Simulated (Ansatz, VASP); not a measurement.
# Os: VASP beside Ansatz

```xyz
2
Lattice="2.7258 0.0000 0.0000 -1.3629 2.3606 0.0000 0.0000 0.0000 4.3912" Properties=species:S:1:pos:R:3 pbc="T T T"
Os    0.0000    1.5737    1.0978
Os    1.3629    0.7869    3.2934
```

Change from the starting cell: z stretched by +1.5 % at fixed volume, crystal datasets.

Alike in both runs: task electric field gradients; functional r2SCAN; k mesh 15 × 15 × 9; occupations fermi-dirac, width 0.05 eV; no spin polarisation.

|  | VASP | Ansatz |
| --- | --- | --- |
| version | VASP 6.6.1 | Ansatz 0.2.0 |
| potentials or method | VASP PAW PBE potentials, release 64 (Os), cutoff 520 eV | all-electron PAW with datasets made for the crystal, scalar-relativistic |

VASP gave:

```
pressure (GPa)                                                : -2.7
traceless stress, the component that is largest in VASP (GPa) : -8.09
size of Vzz on the site where it differs most (V/Å²)          : 33.7
```

Question: What did Ansatz give for the same quantities?

Answer: Pressure (GPa): -3.6; traceless stress, the component that is largest in VASP (GPa): -8.17; size of Vzz on the site where it differs most (V/Å²): 25.4.

VASP's potentials were made for PBE, not for r2SCAN. Ansatz ran all-electron here, and VASP with PAW potentials.

Spin-orbit coupling is off throughout.
